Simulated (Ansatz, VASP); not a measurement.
**Two plane-wave programs on C**

INCAR

```
ALGO = Normal
DIPOL = 0.5 0.5 0.673
EDIFF = 1E-6
ENCUT = 520
GGA = PS
GGA_COMPAT = False
IDIPOL = 3
ISIF = 2
ISMEAR = 0
IVDW = 12
LASPH = True
LCHARG = True
LDIPOL = True
LELF = True
LREAL = False
LVACPOTAV = True
LVHAR = True
LWAVE = False
NBANDS = 11
NELM = 120
NELMDL = -8
PREC = Accurate
SIGMA = 0.04
```

File KPOINTS:

```
k-points
0
Gamma
  15 15 1
```

POSCAR

```
C
1.0
    2.4583702521      0.0000000000      0.0000000000
   -1.2291851261      2.1290110902      0.0000000000
    0.0000000000      0.0000000000     20.9526120471
C
2
Direct
    1.0000000000      0.0000000000      0.6732050445
    0.3333333333      0.6666666667      0.6731419819
```

Input for Ansatz:

```yaml
crystal:
  lattice:
    - [2.4583702521, 0.0, 0.0]
    - [-1.2291851261, 2.1290110902, 0.0]
    - [0.0, 0.0, 20.9526120471]
  atoms:
    - { symbol: C, position: [1.0, 0.0, 0.6732050445] }
    - { symbol: C, position: [0.3333333333, 0.6666666667, 0.6731419819] }
basis:
  ecutwfc: 420
kpoints:
  mp_grid: { grid: [15, 15, 1] }
hamiltonian:
  xc: pbesol
  dispersion: d3bj
  pseudopotentials: { kind: paw, azcp: { folder: soft_1 } }
scf:
  occupations: { method: gaussian, width: 0.04 }
  n_extra_bands: 6
  max_iter: 160
output:
  forces: true
  eigenvalues: true
  write_density: true
  write_potential: true
  elf: true
  volumetric_format: npy
efield:
  axis: 3
  dipole_correction: true
```

Alike in both runs: task single point; functional PBEsol; dispersion D3(BJ); k mesh 15 × 15 × 1; occupations gaussian, width 0.04 eV; no spin polarisation.

|  | VASP | Ansatz |
| --- | --- | --- |
| version | VASP 6.6.1 | Ansatz 0.2.0 |
| potentials or method | VASP PAW PBE potentials, release 64 (C), cutoff 520 eV | scalar-relativistic, plane waves, PAW |
| valence electrons in the cell | 8 | 8 |

```tsv
	VASP	Ansatz	Ansatz less VASP
gap on the k mesh at the Fermi level (eV)	none	none	-
rms of the force components (eV/Å)	0.013	0.013	+0.0001
```

VASP's potentials were made for PBE, not for PBEsol, and Ansatz warns of the same on its side. Atom by atom the forces differ by 0.000 eV/Å (rms over components). A gap of «none» marks a metal or a gap that the smearing closes. Ansatz's warnings: xc potential rough in thin density.
